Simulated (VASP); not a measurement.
# AlNi (Cmmm) in VASP: vibrations by perturbation theory with PBEsol

Aim: the vibrations by perturbation theory of AlNi with PBEsol.

All numbers are computed with VASP 6.6.1; they aren't measurements. Logs are shortened: lines on timing, memory, paths and dates and some standing lists are left out, and cuts for length are marked.

**1. The cell of the first run**

The structure is orthorhombic, space group Cmmm (No. 65). Conventional cell: a = 3.877 Å, b = 3.906 Å, c = 3.099 Å, α = 90.00°, β = 90.00°, γ = 90.00°. Ni (site symmetry mmm) has 8 Al at 2.48 to 2.49 Å and 6 Ni at 2.75 to 3.10 Å within 3.3 Å. Within 3.3 Å of Al (site symmetry mmm) lie 8 Ni at 2.48 to 2.49 Å and 6 Al at 2.75 to 3.10 Å.

**2. Vibrations by perturbation theory, PBEsol, collinear spin, ferromagnetic start**

File INCAR:

```
SYSTEM = AlNi
ALGO = Normal
EDIFF = 1E-8
ENCUT = 520
GGA = PS
IBRION = 8
ISIF = 2
ISMEAR = -1
ISPIN = 2
LASPH = .TRUE.
LCHARG = .FALSE.
LMAXMIX = 4
LORBIT = 11
LREAL = .FALSE.
LWAVE = .FALSE.
MAGMOM = 1 0
NBANDS = 18
NELM = 150
NSW = 1
PREC = Accurate
SIGMA = 0.05
```

File KPOINTS:

```
k-points
0
G
  8 8 8
  0 0 0
```

File POSCAR:

```
AlNi
1.0
    1.9386940000     -1.9531901500      0.0000000000
    1.9386940000      1.9531901500      0.0000000000
    0.0000000000      0.0000000000      3.0994300413
Ni Al
1 1
Direct
    0.5000000000      0.5000000000      0.5000000000
    0.0000000000      0.0000000000      0.0000000000
```

Potentials or basis: VASP PAW PBE potentials, release 64 (Ni, Al).

The run is started by

```sh
> cat potpaw_PBE.64/Ni/POTCAR potpaw_PBE.64/Al/POTCAR > POTCAR
> mpirun -np 1 vasp_std > vasp.out
```

OUTCAR:

```text
SYSTEM = AlNi
   EDIFF = 1E-8
   ENCUT = 520
   GGA = PS
   IBRION = 8
   ISIF = 2
   ISMEAR = -1
   ISPIN = 2
   LASPH = .TRUE.
   LORBIT = 11
   LREAL = .FALSE.
   NELM = 150
   NSW = 1
   PREC = Accurate

 ion  position               nearest neighbor table
   1  0.500  0.500  0.500-   2 2.48   2 2.48   2 2.48   2 2.48   2 2.49   2 2.49   2 2.49   2 2.49

   2  0.000  0.000  0.000-   1 2.48   1 2.48   1 2.48   1 2.48   1 2.49   1 2.49   1 2.49   1 2.49

  LATTYP: Found a base centered orthorhombic cell.
 ALAT       =     3.8773880000
 B/A-ratio  =     1.0074772759
 C/A-ratio  =     0.7993603017

  Lattice vectors:

 A1 = (   1.9386940000,  -1.9531901500,   0.0000000000)
 A2 = (   1.9386940000,   1.9531901500,   0.0000000000)
 A3 = (   0.0000000000,   0.0000000000,   3.0994300413)

Analysis of symmetry for initial positions (statically):
=====================================================================
 Subroutine PRICEL returns:
 Original cell was already a primitive cell.

 Routine SETGRP: Setting up the symmetry group for a
 base centered orthorhombic supercell.

 Subroutine GETGRP returns: Found  8 space group operations
 (whereof  8 operations were pure point group operations)
 out of a pool of  8 trial point group operations.

The static configuration has the point symmetry D_2h.

Analysis of symmetry for dynamics (positions and initial velocities):
=====================================================================
 Subroutine PRICEL returns:
 Original cell was already a primitive cell.

 Routine SETGRP: Setting up the symmetry group for a
 base centered orthorhombic supercell.

 Subroutine GETGRP returns: Found  8 space group operations
 (whereof  8 operations were pure point group operations)
 out of a pool of  8 trial point group operations.

The dynamic configuration has the point symmetry D_2h.

Analysis of structural, dynamic, and magnetic symmetry:
[... 1207 lines left out ...]
      0.00000      0.00000      0.00000        -0.000000     -0.000000      0.000000
 -----------------------------------------------------------------------------------
    total drift:                                0.000000      0.000000      0.000000

  FREE ENERGIE OF THE ION-ELECTRON SYSTEM (eV)
  ---------------------------------------------------
  free  energy   TOTEN  =       -11.5387227699 eV

  energy  without entropy=      -11.5294702057  energy(sigma->0) =      -11.53409649

[... ionic steps 2 to 3 ...]

--------------------------------------- Ionic step        4  -------------------------------------------

------------------------ aborting loop because EDIFF is reached ----------------------------------------

--------------------------------------- Ionic step        5  -------------------------------------------
[... 13 lines left out ...]
------------------------ aborting loop because EDIFF is reached ----------------------------------------

--------------------------------------- Ionic step        9  -------------------------------------------

 Free energy of the ion-electron system (eV)
  ---------------------------------------------------
  ---------------------------------------------------
  free energy    TOTEN  =        -0.00705936 eV

  energy without entropy =       -0.00705937

------------------------ aborting loop because EDIFF is reached ----------------------------------------

 INTERNAL STRAIN TENSOR  FOR ION    2  DIRECTION 3   (eV/Angst):
 -----------------------------------------------------------------------------
     0.01142  0.00000  0.00000
     0.00000  0.01120  0.00000
     0.00000  0.00000 -0.04013

 INTERNAL STRAIN TENSOR FOR ION    2 for displacements in x,y,z  (eV/Angst):
          X           Y           Z          XY          YZ          ZX
  --------------------------------------------------------------------------------
  x     0.00000     0.00000     0.00000     0.00000     0.00000     0.00000
  y     0.00000     0.00000     0.00000     0.00000     0.00000     0.00000
  z     0.00000     0.00000     0.00000     0.00000     0.00000     0.00000

 SECOND DERIVATIVES (NOT SYMMETRIZED)
 ------------------------------------
               1X          1Y          1Z          2X          2Y          2Z
  1X    -6.000169    0.000000    0.000000    6.000169    0.000000    0.000000
  1Y     0.000000   -5.661754    0.000000    0.000000    5.661754    0.000000
  1Z     0.000000    0.000000   -6.443651    0.000000    0.000000    6.443651
  2X     5.972419    0.000000    0.000000   -5.972419    0.000000    0.000000
  2Y     0.000000    5.631596    0.000000    0.000000   -5.631596    0.000000
  2Z     0.000000    0.000000    6.433211    0.000000    0.000000   -6.433211

 Eigenvectors and eigenvalues of the dynamical matrix
 ----------------------------------------------------

   1 f  =    9.225320 THz    57.964398 2PiTHz  307.723567 cm-1    38.152843 meV
             X         Y         Z           dx          dy          dz
      1.938694  0.000000  1.549715     0.000000    0.000000   -0.561505
      0.000000  0.000000  0.000000     0.000000    0.000000    0.827474
[... 21 lines left out ...]
   6 f/i=    0.010723 THz     0.067375 2PiTHz    0.357682 cm-1     0.044347 meV
             X         Y         Z           dx          dy          dz
      1.938694  0.000000  1.549715     0.000000    0.826988    0.000000
      0.000000  0.000000  0.000000     0.000000    0.562220    0.000000

--------------------------------------------------------------------------------------------------------

 ELASTIC MODULI CONTR FROM IONIC RELAXATION (kBar)
 Direction    XX          YY          ZZ          XY          YZ          ZX
 --------------------------------------------------------------------------------
 XX           0.0000      0.0000      0.0000      0.0000      0.0000      0.0000
 YY           0.0000      0.0000      0.0000      0.0000      0.0000      0.0000
 ZZ           0.0000      0.0000      0.0000      0.0000      0.0000      0.0000
 XY           0.0000      0.0000      0.0000      0.0000      0.0000      0.0000
 YZ           0.0000      0.0000      0.0000      0.0000      0.0000      0.0000
 ZX           0.0000      0.0000      0.0000      0.0000      0.0000      0.0000
 --------------------------------------------------------------------------------

 total charge

# of ion       s       p       d       tot
------------------------------------------
    1        0.490   0.539   8.476   9.505
    2        0.387   0.424   0.000   0.810
--------------------------------------------------
tot          0.877   0.963   8.476  10.316

 magnetization (x)

# of ion       s       p       d       tot
------------------------------------------
    1       -0.000  -0.000  -0.000  -0.000
    2       -0.000  -0.000   0.000  -0.000
--------------------------------------------------
tot         -0.000  -0.000  -0.000  -0.000
```

OSZICAR:

```text
N       E                     dE             d eps       ncg     rms          rms(c)
DAV:   1     0.444704434248E+02    0.44470E+02   -0.52363E+03  7752   0.794E+02
DAV:   2    -0.105197195204E+02   -0.54990E+02   -0.48557E+02  8168   0.164E+02
DAV:   3    -0.131789348875E+02   -0.26592E+01   -0.25925E+01  9146   0.367E+01
[... 103 lines left out ...]
RMM:   6    -0.705941800458E-02   -0.16689E-05   -0.16197E-07 13526   0.182E-03    0.924E-04
RMM:   7    -0.705934316709E-02    0.74837E-07    0.57702E-08 13257   0.910E-04    0.482E-04
RMM:   8    -0.705905177904E-02    0.29139E-06   -0.13523E-08 14692   0.261E-04    0.163E-04
RMM:   9    -0.705937003275E-02   -0.31825E-06   -0.14805E-09 14287   0.917E-05    0.611E-06
RMM:  10    -0.705935977524E-02    0.10258E-07   -0.11844E-09 14966   0.265E-05    0.139E-05
RMM:  11    -0.705936488692E-02   -0.51117E-08   -0.53747E-11 14312   0.102E-05    0.457E-06
 Linear response finished
```

stdout:

```text
POSCAR found type information on POSCAR NiAl
 POSCAR found :  2 types and       2 ions
 scaLAPACK will be used
 -----------------------------------------------------------------------------
|                                                                             |
|                                                                             |
|     You enforced a specific xc type in the INCAR file but a different       |
[... 22 lines left out ...]
 Linear response progress:
 first order change of Fermi-energy  -0.23602E-03
 force on displaced ion       2 direction 1 :  -5.972   0.000   0.000
 Linear response progress:
 first order change of Fermi-energy  -0.11460E-03
 force on displaced ion       2 direction 2 :   0.000  -5.632   0.000
 Linear response progress:
 first order change of Fermi-energy   0.16720E-03
 force on displaced ion       2 direction 3 :   0.000   0.000  -6.433
 Linear response finished
```

It took 6 min on 1 thread of Intel Xeon 6975P-C (Granite Rapids), shared host; peak memory 0.28 GiB.

Results:

```
Net moment                                            : 0.00 μB per cell
Valence electrons inside the program's atomic spheres : Ni 9.51; Al 0.81
Highest phonon frequency at Γ                         : 308 cm⁻¹
```

Phonon frequencies in cm⁻¹ (negative: imaginary):
| q point | frequencies |
| --- | --- |
| (0.000, 0.000, 0.000) | 0 0 0 288 297 308 |
